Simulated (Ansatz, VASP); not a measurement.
**Two plane-wave programs on Li2Se**

```
Li Se
1.0
     0.00000    3.02309    3.02309
     3.02309    0.00000    3.02309
     3.02309    3.02309    0.00000
Li Se
2 1
Direct
  0.25000 0.25000 0.25000
  0.75000 0.75000 0.75000
  0.00000 0.00000 0.00000
```

Alike in both runs: task single point; functional PBE; k mesh 10 × 10 × 10; occupations gaussian, width 0.05 eV; no spin polarisation.

|  | VASP | Ansatz |
| --- | --- | --- |
| version | VASP 6.6.1 | Ansatz 0.2.0 |
| potentials or method | VASP PAW PBE potentials, release 64 (Li_sv, Se), cutoff 750 eV | scalar-relativistic, plane waves, PAW |
| valence electrons in the cell | 12 | 22 |

VASP gave:

| Item | Value |
| --- | --- |
| gap on the k mesh at the Fermi level (eV) | 2.99 |
| least direct gap on the mesh (eV) | 3.30 |
| pressure (GPa) | -0.7 |

Estimate Ansatz's values.

gap on the k mesh at the Fermi level (eV): 3.00; least direct gap on the mesh (eV): 3.30; pressure (GPa): -0.6.

The functional is the same, so the differences come from potentials, cutoffs and numerics. VASP's potentials hold 12 valence electrons a cell and Ansatz's 22, so a difference there can come from the potentials and not from the codes.
